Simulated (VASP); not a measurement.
# CuI (F-43m) in VASP: further runs, part 2 of 2

VASP 6.6.1.

## 3. Electric field gradients, LDA (functional lda, volume scaled by 0.96)

INCAR

```
PREC     = Accurate       # precision mode
ENCUT    = 520            # plane-wave cutoff, eV
EDIFF    = 1E-8           # SCF threshold, eV
ISMEAR   = -1             # smearing method
SIGMA    = 0.03           # smearing width, eV
LREAL    = False          # projectors in reciprocal space
LASPH    = True           # aspherical terms in the spheres
NELM     = 100            # most SCF steps
ALGO     = Normal         # electronic algorithm
ISIF     = 2              # what is computed and relaxed
LWAVE    = False          # write WAVECAR
LCHARG   = False          # write CHGCAR
GGA      = CA             # functional
LEFG     = True         
NBANDS   = 16             # bands
```

KPOINTS

```
regular mesh
0
Gamma
  9 9 9
```

POSCAR

```
CuI
1.0
    0.0000000000      2.9905287613      2.9905287613
    2.9905287613      0.0000000000      2.9905287613
    2.9905287613      2.9905287613      0.0000000000
Cu I
1 1
Direct
    0.7500000000      0.7500000000      0.7500000000
    0.0000000000      0.0000000000      0.0000000000
```

Potentials or basis: VASP PAW LDA potentials, release 64 (Cu, I).

Launch:

```sh
> cat potpaw_LDA.64/Cu/POTCAR potpaw_LDA.64/I/POTCAR > POTCAR
> mpirun -np 1 vasp_std > vasp.out
```

OUTCAR:

```text
PREC = Accurate
   ENCUT = 520
   EDIFF = 1E-8
   ISMEAR = -1
   LREAL = False
   LASPH = True
   NELM = 100
   ISIF = 2
   GGA = CA

 ion  position               nearest neighbor table
   1  0.750  0.750  0.750-   2 2.59   2 2.59   2 2.59   2 2.59
   2  0.000  0.000  0.000-   1 2.59   1 2.59   1 2.59   1 2.59

  LATTYP: Found a face centered cubic cell.
 ALAT       =     5.9810575226

  Lattice vectors:

 A1 = (   0.0000000000,   2.9905287613,   2.9905287613)
 A2 = (   2.9905287613,   0.0000000000,   2.9905287613)
 A3 = (   2.9905287613,   2.9905287613,   0.0000000000)

Analysis of symmetry for initial positions (statically):
=====================================================================
 Subroutine PRICEL returns:
 Original cell was already a primitive cell.

 Routine SETGRP: Setting up the symmetry group for a
 face centered cubic supercell.

 Subroutine GETGRP returns: Found 24 space group operations
[... 642 lines left out ...]
  volume of cell :       53.49
      direct lattice vectors                 reciprocal lattice vectors
     0.000000000  2.990528761  2.990528761    -0.167194513  0.167194513  0.167194513
     2.990528761  0.000000000  2.990528761     0.167194513 -0.167194513  0.167194513
     2.990528761  2.990528761  0.000000000     0.167194513  0.167194513 -0.167194513

 POSITION                                       TOTAL-FORCE (eV/Angst)
 -----------------------------------------------------------------------------------
      4.48579      4.48579      4.48579        -0.000000     -0.000000     -0.000000
      0.00000      0.00000      0.00000         0.000000      0.000000      0.000000
 -----------------------------------------------------------------------------------
    total drift:                                0.000000      0.000000      0.000000

  FREE ENERGIE OF THE ION-ELECTRON SYSTEM (eV)
  ---------------------------------------------------
  free  energy   TOTEN  =        -6.9686891007 eV

  energy  without entropy=       -6.9686891006  energy(sigma->0) =       -6.96868910

 Electric field gradients (V/A^2)
---------------------------------------------------------------------
 ion       V_xx      V_yy      V_zz      V_xy      V_xz      V_yz
---------------------------------------------------------------------
   1      -0.000    -0.000    -0.000     0.002     0.002     0.002
   2      -0.000    -0.000    -0.000     0.000     0.000     0.000
---------------------------------------------------------------------

 Electric field gradients after diagonalization (V/A^2)
 (convention: |V_zz| > |V_xx| > |V_yy|)
----------------------------------------------------------------------
 ion       V_xx      V_yy      V_zz     asymmetry (V_yy - V_xx)/ V_zz
----------------------------------------------------------------------
   1      -0.002    -0.002     0.004       0.000
   2      -0.000    -0.000     0.000       0.000
----------------------------------------------------------------------

           NMR quadrupolar parameters

 Cq : quadrupolar parameter    Cq=e*Q*V_zz/h
 eta: asymmetry parameters     (V_yy - V_xx)/ V_zz
 Q  : nuclear electric quadrupole moment in mb (millibarn)
----------------------------------------------------------------------
 ion       Cq(MHz)       eta       Q (mb)
----------------------------------------------------------------------
   1       0.000       0.000       1.000
   2       0.000       0.000       1.000
----------------------------------------------------------------------
```

stdout:

```text
POSCAR found type information on POSCAR CuI
 POSCAR found :  2 types and       2 ions
 scaLAPACK will be used
 LDA part: xc-table for (Slater(with rela. corr.)+CA(PZ))
 , standard interpolation
 POSCAR, INCAR and KPOINTS ok, starting setup
 FFT: planning ... GRIDC
 FFT: planning ... GRID_SOFT
 FFT: planning ... GRID
 WAVECAR not read
 entering main loop
ion   1

ion   2
```

Wall time 68 s (1 thread of AMD EPYC 7R13, shared host); peak memory 0.14 GiB.

Results:

| Quantity | Value |
| --- | --- |
| Free energy | -6.9687 eV |
| Pressure | -2.8 GPa |
| Band gap on the k mesh | 1.11 eV, direct |

Levels at points of the mesh, in eV from the valence-band top:
| k point | band 6 | band 7 | band 8 | band 9 | band 10 | band 11 | band 12 | band 13 |
| --- | --- | --- | --- | --- | --- | --- | --- | --- |
| (0.00, 0.00, 0.00) | -2.09 | 0.00 | 0.00 | 0.00 | 1.11 | 4.82 | 4.82 | 4.82 |

Caveat: without QUAD_EFG the Cq values of the log hold for a quadrupole moment of 1 mb, not for the nuclei; spin-orbit coupling is left out, which moves the levels of the heavy elements.

## 4. Electric field gradients, LDA

INCAR

```
PREC = Accurate ; ENCUT = 520
EDIFF = 1E-8 ; ISMEAR = -1
SIGMA = 0.03 ; LREAL = F
LASPH = T ; NELM = 100
ALGO = Normal ; ISIF = 2
LWAVE = F ; LCHARG = F
LEFG = T ; NBANDS = 16
```

KPOINTS

```
Automatic mesh
0
Gamma
  9 9 9
```

POSCAR

```
CuI
1.0
    0.0000000000      3.0315000000      3.0315000000
    3.0315000000      0.0000000000      3.0315000000
    3.0315000000      3.0315000000      0.0000000000
Cu I
1 1
Direct
    0.7500000000      0.7500000000      0.7500000000
    0.0000000000      0.0000000000      0.0000000000
```

Potentials or basis: VASP PAW LDA potentials, release 64 (Cu, I).

Launch:

```sh
> cat potpaw_LDA.64/Cu/POTCAR potpaw_LDA.64/I/POTCAR > POTCAR
> mpirun -np 1 vasp_std > vasp.out
```

OUTCAR:

```text
PREC = Accurate
   ENCUT = 520
   EDIFF = 1E-8
   ISMEAR = -1
   LREAL = F
   LASPH = T
   NELM = 100
   ISIF = 2

 ion  position               nearest neighbor table
   1  0.750  0.750  0.750-   2 2.63   2 2.63   2 2.63   2 2.63
   2  0.000  0.000  0.000-   1 2.63   1 2.63   1 2.63   1 2.63

  LATTYP: Found a face centered cubic cell.
 ALAT       =     6.0630000000

  Lattice vectors:

 A1 = (   0.0000000000,   3.0315000000,   3.0315000000)
 A2 = (   3.0315000000,   0.0000000000,   3.0315000000)
 A3 = (   3.0315000000,   3.0315000000,   0.0000000000)

Analysis of symmetry for initial positions (statically):
=====================================================================
 Subroutine PRICEL returns:
 Original cell was already a primitive cell.

 Routine SETGRP: Setting up the symmetry group for a
 face centered cubic supercell.

 Subroutine GETGRP returns: Found 24 space group operations
 (whereof 24 operations were pure point group operations)
 out of a pool of 48 trial point group operations.

The static configuration has the point symmetry T_d .

Analysis of symmetry for dynamics (positions and initial velocities):
=====================================================================
 Subroutine PRICEL returns:
 Original cell was already a primitive cell.

 Routine SETGRP: Setting up the symmetry group for a
 face centered cubic supercell.

 Subroutine GETGRP returns: Found 24 space group operations
 (whereof 24 operations were pure point group operations)
 out of a pool of 48 trial point group operations.

The dynamic configuration has the point symmetry T_d .

 Subroutine INISYM returns: Found 24 space group operations
[... 155 lines left out ...]
      3       0.5389      2.00000
      4       0.5389      2.00000
      5       2.2466      2.00000
      6       2.2466      2.00000
[... 433 lines left out ...]
      3       0.4643      2.00000
      4       0.4643      2.00000
      5       2.1738      2.00000
      6       2.3286      2.00000
[... 8 lines left out ...]
     15      15.4691      0.00000
     16      16.6393      0.00000

 [... further k-points ...]

------------------------ aborting loop because EDIFF is reached ----------------------------------------

  FORCE on cell =-STRESS in cart. coord.  units (eV):
  Direction    XX          YY          ZZ          XY          YZ          ZX
  --------------------------------------------------------------------------------------
  -------------------------------------------------------------------------------------
  Total       -1.5092857     -1.5092857     -1.5092857      0.0000000      0.0000000      0.0000000
  in kB      -43.3989593    -43.3989593    -43.3989593      0.0000000      0.0000000      0.0000000
  external PRESSURE =     -43.3989593 kB  Pullay stress =       0.0000000 kB

 VOLUME and BASIS-vectors are now :
 -----------------------------------------------------------------------------
  energy-cutoff  :      520.00
  volume of cell :       55.72
      direct lattice vectors                 reciprocal lattice vectors
     0.000000000  3.031500000  3.031500000    -0.164934851  0.164934851  0.164934851
     3.031500000  0.000000000  3.031500000     0.164934851 -0.164934851  0.164934851
     3.031500000  3.031500000  0.000000000     0.164934851  0.164934851 -0.164934851

 POSITION                                       TOTAL-FORCE (eV/Angst)
 -----------------------------------------------------------------------------------
      4.54725      4.54725      4.54725        -0.000000      0.000000      0.000000
      0.00000      0.00000      0.00000         0.000000     -0.000000     -0.000000
 -----------------------------------------------------------------------------------
    total drift:                                0.000001      0.000001      0.000001

  FREE ENERGIE OF THE ION-ELECTRON SYSTEM (eV)
  ---------------------------------------------------
  free  energy   TOTEN  =        -6.9186877478 eV

  energy  without entropy=       -6.9186877474  energy(sigma->0) =       -6.91868775

 Electric field gradients (V/A^2)
---------------------------------------------------------------------
 ion       V_xx      V_yy      V_zz      V_xy      V_xz      V_yz
---------------------------------------------------------------------
   1       0.000     0.000    -0.000    -0.001    -0.001    -0.001
   2      -0.000    -0.000     0.000     0.000     0.000     0.000
---------------------------------------------------------------------

 Electric field gradients after diagonalization (V/A^2)
 (convention: |V_zz| > |V_xx| > |V_yy|)
----------------------------------------------------------------------
 ion       V_xx      V_yy      V_zz     asymmetry (V_yy - V_xx)/ V_zz
----------------------------------------------------------------------
   1       0.001     0.001    -0.002       0.000
   2      -0.000    -0.000     0.001       0.000
----------------------------------------------------------------------

           NMR quadrupolar parameters

 Cq : quadrupolar parameter    Cq=e*Q*V_zz/h
 eta: asymmetry parameters     (V_yy - V_xx)/ V_zz
 Q  : nuclear electric quadrupole moment in mb (millibarn)
----------------------------------------------------------------------
 ion       Cq(MHz)       eta       Q (mb)
----------------------------------------------------------------------
   1      -0.000       0.000       1.000
   2       0.000       0.000       1.000
----------------------------------------------------------------------
```

OSZICAR:

```text
N       E                     dE             d eps       ncg     rms          rms(c)
DAV:   1     0.911581848112E+02    0.91158E+02   -0.74320E+03  1120   0.120E+03
DAV:   2    -0.115518392650E+01   -0.92313E+02   -0.83470E+02  1192   0.224E+02
DAV:   3    -0.700997378414E+01   -0.58548E+01   -0.57653E+01  1504   0.605E+01
DAV:   4    -0.717206365010E+01   -0.16209E+00   -0.16202E+00  1296   0.946E+00
DAV:   5    -0.718081065925E+01   -0.87470E-02   -0.87469E-02  1768   0.244E+00    0.557E+00
DAV:   6    -0.709330856849E+01    0.87502E-01   -0.30975E+00  1152   0.482E+01    0.351E+00
DAV:   7    -0.692388328213E+01    0.16943E+00   -0.73726E-01  1184   0.294E+01    0.169E+00
DAV:   8    -0.692165428576E+01    0.22290E-02   -0.40933E-02  1752   0.303E+00    0.477E-01
DAV:   9    -0.691886444960E+01    0.27898E-02   -0.69042E-03  1392   0.246E+00    0.255E-01
DAV:  10    -0.691881702536E+01    0.47424E-04   -0.50430E-04  1816   0.195E-01    0.145E-01
DAV:  11    -0.691868935081E+01    0.12767E-03   -0.75401E-04  1424   0.882E-01    0.298E-02
DAV:  12    -0.691869045113E+01   -0.11003E-05   -0.82255E-05  1672   0.125E-01    0.369E-02
DAV:  13    -0.691868860029E+01    0.18508E-05   -0.31459E-06  1800   0.266E-02    0.152E-02
DAV:  14    -0.691868775173E+01    0.84856E-06   -0.20314E-06  1800   0.389E-02    0.346E-03
DAV:  15    -0.691868776652E+01   -0.14796E-07   -0.43116E-07  1768   0.727E-03    0.414E-03
DAV:  16    -0.691868774909E+01    0.17438E-07   -0.48222E-08  1432   0.505E-03    0.592E-04
DAV:  17    -0.691868774775E+01    0.13356E-08   -0.20991E-09   824   0.102E-03
   1 F= -.69186877E+01 E0= -.69186877E+01  d E =-.349984E-09
```

Wall time 71 s (1 thread of AMD EPYC 7R13, shared host); peak memory 0.14 GiB.

What came out:

```
Free energy            : -6.9187 eV
Pressure               : -4.3 GPa
Band gap on the k mesh : 1.00 eV, direct
```

Caveat: without QUAD_EFG the Cq values of the log hold for a quadrupole moment of 1 mb, not for the nuclei; spin-orbit coupling is left out, which moves the levels of the heavy elements. A hybrid or GW would open this gap; LDA tends to underestimate it.

## 5. Electric field gradients, PBEsol

INCAR

```
ALGO = Normal
EDIFF = 1E-8
ENCUT = 520
GGA = PS
ISIF = 2
ISMEAR = -1
LASPH = True
LCHARG = False
LEFG = True
LREAL = False
LWAVE = False
NBANDS = 16
NELM = 80
PREC = Accurate
SIGMA = 0.03
```

KPOINTS

```
k-points
0
Gamma
  9 9 9
```

POSCAR is that of step 4.

Potentials or basis: VASP PAW PBE potentials, release 64 (Cu, I).

Launch:

```sh
> cat potpaw_PBE.64/Cu/POTCAR potpaw_PBE.64/I/POTCAR > POTCAR
> mpirun -np 1 vasp_std > vasp.out
```

OUTCAR:

```text
EDIFF = 1E-8
   ENCUT = 520
   GGA = PS
   ISIF = 2
   ISMEAR = -1
   LASPH = True
   LREAL = False
   NELM = 80
   PREC = Accurate

 ion  position               nearest neighbor table
   1  0.750  0.750  0.750-   2 2.63   2 2.63   2 2.63   2 2.63
   2  0.000  0.000  0.000-   1 2.63   1 2.63   1 2.63   1 2.63

  LATTYP: Found a face centered cubic cell.
 ALAT       =     6.0630000000

  Lattice vectors:

 A1 = (   0.0000000000,   3.0315000000,   3.0315000000)
 A2 = (   3.0315000000,   0.0000000000,   3.0315000000)
[... 668 lines left out ...]
  free  energy   TOTEN  =        -6.2946909085 eV

  energy  without entropy=       -6.2946909083  energy(sigma->0) =       -6.29469091

 Electric field gradients (V/A^2)
---------------------------------------------------------------------
 ion       V_xx      V_yy      V_zz      V_xy      V_xz      V_yz
---------------------------------------------------------------------
   1      -0.000     0.000     0.000    -0.001    -0.001    -0.001
   2      -0.000    -0.000     0.000     0.000     0.000     0.000
---------------------------------------------------------------------

 Electric field gradients after diagonalization (V/A^2)
 (convention: |V_zz| > |V_xx| > |V_yy|)
----------------------------------------------------------------------
 ion       V_xx      V_yy      V_zz     asymmetry (V_yy - V_xx)/ V_zz
----------------------------------------------------------------------
   1       0.001     0.001    -0.002       0.000
   2      -0.000    -0.000     0.001       0.000
----------------------------------------------------------------------

           NMR quadrupolar parameters

 Cq : quadrupolar parameter    Cq=e*Q*V_zz/h
 eta: asymmetry parameters     (V_yy - V_xx)/ V_zz
 Q  : nuclear electric quadrupole moment in mb (millibarn)
----------------------------------------------------------------------
 ion       Cq(MHz)       eta       Q (mb)
----------------------------------------------------------------------
   1      -0.000       0.000       1.000
   2       0.000       0.000       1.000
----------------------------------------------------------------------
```

OSZICAR:

```text
N       E                     dE             d eps       ncg     rms          rms(c)
DAV:   1     0.910326957645E+02    0.91033E+02   -0.74357E+03  1120   0.118E+03
DAV:   2    -0.700809669345E+00   -0.91734E+02   -0.82837E+02  1192   0.222E+02
DAV:   3    -0.643202042821E+01   -0.57312E+01   -0.56431E+01  1512   0.596E+01
DAV:   4    -0.658354730407E+01   -0.15153E+00   -0.15147E+00  1264   0.915E+00
DAV:   5    -0.659185242164E+01   -0.83051E-02   -0.83050E-02  1760   0.243E+00    0.580E+00
DAV:   6    -0.650877003295E+01    0.83082E-01   -0.37722E+00  1152   0.514E+01    0.376E+00
DAV:   7    -0.629699093187E+01    0.21178E+00   -0.87112E-01  1184   0.316E+01    0.160E+00
DAV:   8    -0.629822959951E+01   -0.12387E-02   -0.54707E-02  1744   0.400E+00    0.599E-01
DAV:   9    -0.629470755577E+01    0.35220E-02   -0.11198E-02  1408   0.295E+00    0.236E-01
DAV:  10    -0.629476461173E+01   -0.57056E-04   -0.57322E-04  1432   0.157E-01    0.169E-01
DAV:  11    -0.629468186223E+01    0.82750E-04   -0.46538E-04  1440   0.678E-01    0.212E-02
DAV:  12    -0.629469367367E+01   -0.11811E-04   -0.78437E-05  1776   0.748E-02    0.417E-02
DAV:  13    -0.629469274731E+01    0.92635E-06   -0.11350E-06  1680   0.117E-02    0.232E-02
DAV:  14    -0.629469072582E+01    0.20215E-05   -0.59555E-06  1520   0.757E-02    0.119E-03
DAV:  15    -0.629469094509E+01   -0.21927E-06   -0.15447E-06  1808   0.903E-03    0.394E-03
DAV:  16    -0.629469086466E+01    0.80430E-07   -0.37672E-08  1336   0.145E-03    0.504E-04
DAV:  17    -0.629469090415E+01   -0.39495E-07   -0.37689E-09   904   0.655E-04    0.315E-04
DAV:  18    -0.629469090855E+01   -0.43926E-08   -0.10735E-09   728   0.837E-04
   1 F= -.62946909E+01 E0= -.62946909E+01  d E =-.215056E-09
```

Run time: 81 s. Hardware: 1 thread of AMD EPYC 7R13, shared host; peak memory 0.16 GiB.

What came out:

* Free energy: -6.2947 eV
* Pressure: -2.5 GPa
* Band gap on the k mesh: 1.03 eV, direct

Levels at points of the mesh, in eV from the valence-band top:
```csv
k point,band 6,band 7,band 8,band 9,band 10,band 11,band 12,band 13
"(0.00, 0.00, 0.00)",-1.87,0.00,0.00,0.00,1.03,4.83,4.83,4.83
```

Caveat: without QUAD_EFG the Cq values of the log hold for a quadrupole moment of 1 mb, not for the nuclei; the PAW data sets were made with another functional, which shifts forces and pressure a little; spin-orbit coupling is left out, which moves the levels of the heavy elements.

## 6. The runs side by side

| level | potentials or basis | cell | gap on the mesh (eV) | pressure (GPa) |
| --- | --- | --- | --- | --- |
| PBE | VASP PAW PBE potentials, release 64 (Cu, I) | a = 4.287 Å, angles 60.0°, 2 atoms | 1.14 | 0.4 |
| LDA | VASP PAW LDA potentials, release 64 (Cu, I) | a = 4.229 Å, angles 60.0°, 2 atoms | 1.11 | -2.8 |
| LDA | VASP PAW LDA potentials, release 64 (Cu, I) | a = 4.287 Å, angles 60.0°, 2 atoms | 1.00 | -4.3 |
| PBEsol | VASP PAW PBE potentials, release 64 (Cu, I) | a = 4.287 Å, angles 60.0°, 2 atoms | 1.03 | -2.5 |

Alike in all rows: task electric field gradients; no spin polarisation; k mesh 9 × 9 × 9; cutoff (eV) 520; smearing fermi-dirac 0.03 eV.

Caveats: spin-orbit coupling is left out, which moves the levels of the heavy elements; the PAW data sets were made with another functional, which shifts forces and pressure a little (some runs).

Total energies depend on the potentials used, so only differences within one code and one set of settings carry meaning.
